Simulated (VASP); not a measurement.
# Nb2SiO3 (Pc) in VASP: single point with PBE

Aim: the single point of Nb2SiO3 with PBE.

Everything below comes from runs of VASP 6.6.1. Logs are shortened: lines on timing, memory, paths and dates and some standing lists are left out, and cuts for length are marked.

### Step 1. The cell of the first run

Symmetry: Pc, No. 7, monoclinic system. The conventional cell has a = 5.356 Å, b = 5.336 Å, c = 5.314 Å, α = 90.00°, β = 97.13°, γ = 90.00°. Nb (site symmetry 1) has 4 O at 2.01 to 2.22 Å and 2 Si at 2.65 to 2.71 Å and 2 Nb at 2.79 Å within 2.8 Å. Nb (site symmetry 1) has 5 O at 2.02 to 2.14 Å and 1 Si at 2.79 Å within 2.8 Å. Si (site symmetry 1) has 1 O at 1.82 Å within 2.4 Å. Within 3.0 Å of O (site symmetry 1) lie 3 Nb at 2.01 to 2.17 Å and 6 O at 2.56 to 2.85 Å and 2 Si at 2.79 to 2.90 Å. Within 2.4 Å of O (site symmetry 1) lie 1 Si at 1.82 Å and 2 Nb at 2.04 to 2.11 Å. O (site symmetry 1) has 4 Nb at 2.07 to 2.22 Å and 5 O at 2.56 to 2.89 Å within 2.9 Å.

### Step 2. Single point, PBE

Contents of INCAR:

```
PREC     = Accurate       # precision mode
ENCUT    = 520            # plane-wave cutoff, eV
EDIFF    = 1E-6           # SCF threshold, eV
ISMEAR   = 0              # smearing method
SIGMA    = 0.1            # smearing width, eV
LREAL    = F              # projectors in reciprocal space
LASPH    = T              # aspherical terms in the spheres
NELM     = 60             # most SCF steps
ALGO     = Normal         # electronic algorithm
ISIF     = 2              # what is computed and relaxed
LWAVE    = F              # write WAVECAR
LCHARG   = F              # write CHGCAR
GGA      = PE             # functional
NBANDS   = 60             # bands
```

Contents of KPOINTS:

```
Automatic mesh
0
Gamma
  6 6 6
```

Contents of POSCAR:

```
Nb2SiO3
1.0
    5.3558783894      0.0000000000      0.0020303510
    0.0000000000      5.3360979919      0.0000000000
   -0.6611385355      0.0000000000      5.2725663016
Nb Si O
4 2 6
Direct
    0.3349123868      0.0803326605      0.7118058255
    0.7379985065      0.7101151965      0.8063791211
    0.3349123868      0.9196673395      0.2118058255
    0.7379985065      0.2898848035      0.3063791211
    0.2814912280      0.5486066674      0.5481677458
    0.2814912280      0.4513933326      0.0481677458
    0.0641215372      0.9029863815      0.8734032965
    0.9405133349      0.5421778766      0.5354650037
    0.0641215372      0.0970136185      0.3734032965
    0.9405133349      0.4578221234      0.0354650037
    0.6409630066      0.9928024401      0.5247790075
    0.6409630066      0.0071975599      0.0247790075
```

Potentials or basis: VASP PAW PBE potentials, release 64 (Nb_sv, Si, O).

The run is started by

```
> cat potpaw_PBE.64/Nb_sv/POTCAR potpaw_PBE.64/Si/POTCAR potpaw_PBE.64/O/POTCAR > POTCAR
> mpirun -np 1 vasp_std > vasp.out
```

OUTCAR:

```text
PREC = Accurate
   ENCUT = 520
   EDIFF = 1E-6
   ISMEAR = 0
   LREAL = F
   LASPH = T
   NELM = 60
   ISIF = 2
   GGA = PE

 ion  position               nearest neighbor table
   1  0.335  0.080  0.712-   7 2.01  11 2.07   9 2.17  12 2.22   5 2.65   6 2.71   3 2.79   3 2.79
                             2 2.92   5 2.97
   2  0.738  0.710  0.806-   7 2.02  10 2.04  12 2.07   8 2.11  11 2.14   5 2.79   1 2.92
   3  0.335  0.920  0.212-   9 2.01  12 2.07   7 2.17  11 2.22   6 2.65   5 2.71   1 2.79   1 2.79
                             4 2.92   6 2.97
   4  0.738  0.290  0.306-   9 2.02   8 2.04  11 2.07  10 2.11  12 2.14   6 2.79   3 2.92
   5  0.281  0.549  0.548-   8 1.82   1 2.65   3 2.71   6 2.71   6 2.71   2 2.79   1 2.97
   6  0.281  0.451  0.048-  10 1.82   3 2.65   1 2.71   5 2.71   5 2.71   4 2.79   3 2.97
   7  0.064  0.903  0.873-   1 2.01   2 2.02   3 2.17
   8  0.941  0.542  0.535-   5 1.82   4 2.04   2 2.11
   9  0.064  0.097  0.373-   3 2.01   4 2.02   1 2.17
  10  0.941  0.458  0.035-   6 1.82   2 2.04   4 2.11
  11  0.641  0.993  0.525-   4 2.07   1 2.07   2 2.14   3 2.22
  12  0.641  0.007  0.025-   2 2.07   3 2.07   4 2.14   1 2.22

  LATTYP: Found a simple monoclinic cell.
 ALAT       =     5.3138554335
 B/A-ratio  =     1.0041857666
 C/A-ratio  =     1.0079082582
 COS(beta)  =    -0.1240417110

  Lattice vectors:

 A1 = (  -0.6611385355,   0.0000000000,   5.2725663016)
 A2 = (   0.0000000000,  -5.3360979919,   0.0000000000)
 A3 = (   5.3558783894,   0.0000000000,   0.0020303510)

Analysis of symmetry for initial positions (statically):
=====================================================================
 Subroutine PRICEL returns:
 Original cell was already a primitive cell.

 Routine SETGRP: Setting up the symmetry group for a
 simple monoclinic supercell.

 Subroutine GETGRP returns: Found  2 space group operations
 (whereof  1 operations were pure point group operations)
 out of a pool of  4 trial point group operations.

The static configuration has the point symmetry C_1 .
 The point group associated with its full space group is C_1h.

Analysis of symmetry for dynamics (positions and initial velocities):
=====================================================================
 Subroutine PRICEL returns:
 Original cell was already a primitive cell.

 Routine SETGRP: Setting up the symmetry group for a
 simple monoclinic supercell.

 Subroutine GETGRP returns: Found  2 space group operations
 (whereof  1 operations were pure point group operations)
 out of a pool of  4 trial point group operations.

The dynamic configuration has the point symmetry C_1 .
 The point group associated with its full space group is C_1h.

 Subroutine INISYM returns: Found  2 space group operations
 (whereof  1 operations are pure point group operations),
 and found     1 'primitive' translations

----------------------------------------------------------------------------------------

                                     Primitive cell

  volume of cell :     150.6944

  direct lattice vectors                    reciprocal lattice vectors
     5.355878389  0.000000000  0.002030351     0.186701862  0.000000000  0.023410952
     0.000000000  5.336097992  0.000000000     0.000000000  0.187402855  0.000000000
    -0.661138536  0.000000000  5.272566302    -0.000071895  0.000000000  0.189651948

  length of vectors
     5.355878774  5.336097992  5.313855433     0.188163912  0.187402855  0.189651961

  position of ions in fractional coordinates (direct lattice)
     0.334912387  0.080332660  0.711805826
     0.737998506  0.710115196  0.806379121
     0.334912387  0.919667340  0.211805826
     0.737998506  0.289884804  0.306379121
     0.281491228  0.548606667  0.548167746
     0.281491228  0.451393333  0.048167746
     0.064121537  0.902986381  0.873403297
     0.940513335  0.542177877  0.535465004
     0.064121537  0.097013619  0.373403297
     0.940513335  0.457822123  0.035465004
     0.640963007  0.992802440  0.524779008
     0.640963007  0.007197560  0.024779008

  ion indices of the primitive-cell ions
   primitive index   ion index
                 1           1
                 2           2
                 3           3
                 4           4
                 5           5
                 6           6
                 7           7
                 8           8
                 9           9
                10          10
                11          11
                12          12

----------------------------------------------------------------------------------------

 KPOINTS: Automatic mesh

Automatic generation of k-mesh.
 Grid dimensions read from file:
 generate k-points for:    6    6    6

 Generating k-lattice:

  Cartesian coordinates                     Fractional coordinates (reciprocal lattice)
     0.031116977  0.000000000  0.003901825     0.166666667  0.000000000  0.000000000
     0.000000000  0.031233809  0.000000000     0.000000000  0.166666667  0.000000000
    -0.000011982  0.000000000  0.031608658     0.000000000  0.000000000  0.166666667

  Length of vectors
     0.031360652  0.031233809  0.031608660

  Shift w.r.t. Gamma in fractional coordinates (k-lattice)
     0.000000000  0.000000000  0.000000000

 Subroutine IBZKPT returns following result:
 ===========================================

 Found     80 irreducible k-points:

 Following reciprocal coordinates:
            Coordinates               Weight
  0.000000  0.000000  0.000000      1.000000
  0.166667  0.000000  0.000000      2.000000
  0.333333  0.000000  0.000000      2.000000
  0.500000  0.000000 -0.000000      1.000000
  0.000000  0.166667  0.000000      2.000000
  0.166667  0.166667  0.000000      4.000000
[... 16 lines left out ...]
  0.000000  0.166667  0.166667      4.000000
  0.166667  0.166667  0.166667      4.000000
 [... further k-points ...]
   k-points           NKPTS =     80   k-points in BZ     NKDIM =     80   number of bands    NBANDS=     60
   number of dos      NEDOS =    301   number of ions     NIONS =     12
   total plane-waves  NPLWV =  64000
   dimension x,y,z NGX =    40 NGY =   40 NGZ =   40
   dimension x,y,z NGXF=    80 NGYF=   80 NGZF=   80
   ions per type =               4   2   6
   NGX,Y,Z   is equivalent  to a cutoff of  12.42, 12.46, 12.51 a.u.
   NGXF,Y,Z  is equivalent  to a cutoff of  24.83, 24.92, 25.03 a.u.
 SYSTEM =  unknown system
   PREC   = accura    normal or accurate (medium, high low for compatibility)
   ISTART =      0    job   : 0-new  1-cont  2-samecut
   ICHARG =      2    charge: 1-file 2-atom 10-const
   ISPIN  =      1    spin polarized calculation?
   LNONCOLLINEAR =      F non collinear calculations
   LSORBIT =      F    spin-orbit coupling
   LASPH  =      T    aspherical Exc in radial PAW
   ENCUT  =  520.0 eV  38.22 Ry    6.18 a.u.   9.96  9.92  9.88*2*pi/ulx,y,z
   NELM   =     60;   NELMIN=  2; NELMDL= -5     # of ELM steps
   EDIFF  = 0.1E-05   stopping-criterion for ELM
   LREAL  =      F    real-space projection
   EDIFFG = 0.1E-04   stopping-criterion for IOM
   NSW    =      0    number of steps for IOM
   IBRION =     -1    ionic relax: 0-MD 1-quasi-New 2-CG
   NFREE  =      0    steps in history (QN), initial steepest desc. (CG)
   ISIF   =      2    stress and relaxation
   ISYM   =      2    0-nonsym 1-usesym 2-fastsym
   POTIM  = 0.5000    time-step for ionic-motion
   TEBEG  =    0.0;   TEEND  =   0.0 temperature during run
   PSTRESS=    0.0 pullay stress
   NELECT =      96.0000    total number of electrons
   NUPDOWN=      -1.0000    fix difference up-down
   EMIN   =  10.00;   EMAX   =-10.00  energy-range for DOS
   EFERMI =   0.00;   METHOD = LEGACY
   ISMEAR =     0;   SIGMA  =   0.10  broadening in eV -4-tet -1-fermi 0-gaus
   EFERMI_NEDOS =   21; number of points for ismear=-14 and -15
   IALGO  =     38    algorithm
   IMIX   =      4    mixing-type and parameters
     AMIX     =   0.40;   BMIX     =  1.00
     AMIX_MAG =   1.60;   BMIX_MAG =  1.00
  volume/ion in A,a.u.               =      12.56        84.74
  Fermi-wavevector in a.u.,A,eV,Ry     =   1.408638  2.661941 26.997524  1.984262
  Thomas-Fermi vector in A             =   2.530776
   LORBIT       =      0    0 simple, 1 ext, 2 COOP (PROOUT), +10 PAW based schemes
   GGA     = PE    functional components
   LHFCALC =     F    Hartree Fock is set to
   AEXX    =    0.0000 exact exchange contribution
   IVDW    =     0    specifies the selected vdW correction
   LEPSILON=     F    determine dielectric tensor
   LRPA    =     F    only Hartree local field effects (RPA)
 non-spin polarized calculation
 Gauss-broadening in eV      SIGMA  =   0.10
  energy-cutoff  :      520.00
  volume of cell :      150.69
 maximum number of plane-waves:      4086
   NGX = 19   NGY = 19   NGZ = 19

 number of electron      96.0000005 magnetization

 Free energy of the ion-electron system (eV)
  ---------------------------------------------------
  ext. energy  EPLUGINS =         0.00000000
  ---------------------------------------------------
  free energy    TOTEN  =      -101.83266826 eV

  energy without entropy =     -101.81035726  energy(sigma->0) =     -101.82151276

 E-fermi :   9.1946     XC(G=0): -11.6004

 val. band max:        9.1932298379   @ k =  -0.1667   0.5000   0.3333
 cond. band min:       9.2025645959   @ k =  -0.3333   0.5000   0.1667
 fundamental gap:      0.0093347580
 Fermi energy:         9.1946397444

 k-point     1 :       0.0000    0.0000    0.0000
  band No.  band energies     occupation
      1     -47.3262      2.00000
      2     -47.3119      2.00000
      3     -46.5288      2.00000
      4     -46.3824      2.00000
      5     -23.7096      2.00000
      6     -23.5960      2.00000
[... 1501 lines left out ...]
     59      12.2889      0.00000
     60      12.7265      0.00000

 [... further k-points ...]

------------------------ aborting loop because EDIFF is reached ----------------------------------------

  FORCE on cell =-STRESS in cart. coord.  units (eV):
  Direction    XX          YY          ZZ          XY          YZ          ZX
  --------------------------------------------------------------------------------------
  -------------------------------------------------------------------------------------
  Total       -0.1931970     -0.3241532     -0.2668969      0.0000000      0.0000000      0.0053303
  in kB       -2.0540635     -3.4463844     -2.8376372      0.0000000      0.0000000      0.0566715
  external PRESSURE =      -2.7793617 kB  Pullay stress =       0.0000000 kB

 VOLUME and BASIS-vectors are now :
 -----------------------------------------------------------------------------
  energy-cutoff  :      520.00
  volume of cell :      150.69
      direct lattice vectors                 reciprocal lattice vectors
     5.355878389  0.000000000  0.002030351     0.186701862  0.000000000  0.023410952
     0.000000000  5.336097992  0.000000000     0.000000000  0.187402855  0.000000000
    -0.661138536  0.000000000  5.272566302    -0.000071895  0.000000000  0.189651948

 POSITION                                       TOTAL-FORCE (eV/Angst)
 -----------------------------------------------------------------------------------
      1.32315      0.42866      3.75372        -0.014177      0.002297      0.004078
      3.41950      3.78924      4.25319         0.014635      0.015697     -0.003261
      1.65372      4.90744      1.11744        -0.014177     -0.002297      0.004078
      3.75007      1.54685      1.61690         0.014635     -0.015697     -0.003261
      1.14522      2.92742      2.89082         0.025139      0.002246      0.001343
      1.47579      2.40868      0.25454         0.025139     -0.002246      0.001343
     -0.23401      4.81842      4.60521         0.007684     -0.002079     -0.005755
      4.68326      2.89311      2.82518        -0.028941     -0.007767      0.001231
      0.09656      0.51767      1.96892         0.007684      0.002079     -0.005755
      5.01383      2.44298      0.18890        -0.028941      0.007767      0.001231
      3.08597      5.29769      2.76823        -0.004340      0.002040      0.002365
      3.41654      0.03841      0.13195        -0.004340     -0.002040      0.002365
 -----------------------------------------------------------------------------------
    total drift:                                0.000591     -0.000000     -0.000566

  FREE ENERGIE OF THE ION-ELECTRON SYSTEM (eV)
  ---------------------------------------------------
  free  energy   TOTEN  =      -101.8326682566 eV

  energy  without entropy=     -101.8103572639  energy(sigma->0) =     -101.82151276
```

It took 11 min on 1 thread of Intel Xeon Platinum 8488C (Sapphire Rapids), shared host; peak memory 0.6 GiB.

What came out:

```yaml
Free_energy: -101.8327 eV
Pressure: -0.3 GPa
Largest_force: 0.030 eV/Å
Band_gap_on_the_k_mesh: zero (bands 48 and 49 overlap by 0.36 eV)
```

Forces on the atoms (eV/Å):
```
Nb  -0.014  0.002  0.004
Nb   0.015  0.016 -0.003
Nb  -0.014 -0.002  0.004
Nb   0.015 -0.016 -0.003
Si   0.025  0.002  0.001
Si   0.025 -0.002  0.001
O    0.008 -0.002 -0.006
O   -0.029 -0.008  0.001
O    0.008  0.002 -0.006
O   -0.029  0.008  0.001
O   -0.004  0.002  0.002
O   -0.004 -0.002  0.002
```

Levels at points of the mesh, in eV from the Fermi level:
```
           k point  band 44  band 45  band 46  band 47  band 48  band 49  band 50  band 51  band 52  band 53
(0.00, 0.00, 0.00)    -1.76    -1.19    -1.15    -0.52    -0.23     0.41     0.47     0.78     1.25     1.28
(0.50, 0.00, 0.00)    -2.11    -1.88    -1.54    -0.57    -0.06     0.32     0.50     0.80     1.28     1.51
(0.00, 0.50, 0.00)    -2.22    -2.01    -1.09    -0.92    -0.48     0.33     0.46     0.49     0.96     1.47
(0.50, 0.50, 0.00)    -2.21    -2.08    -1.13    -0.72    -0.31    -0.12     0.34     0.85     1.20     1.31
(0.00, 0.00, 0.50)    -1.40    -1.15    -1.15    -0.01    -0.01     0.47     0.47     0.87     0.87     1.69
(0.50, 0.00, 0.50)    -2.21    -1.52    -1.52    -0.04    -0.04     0.58     0.58     1.45     1.45     1.71
(0.00, 0.50, 0.50)    -2.36    -1.02    -1.02    -0.44    -0.44     0.49     0.49     0.73     0.73     1.84
(0.50, 0.50, 0.50)    -2.87    -1.06    -1.06    -0.71    -0.71     0.44     0.44     1.20     1.20     1.66
```
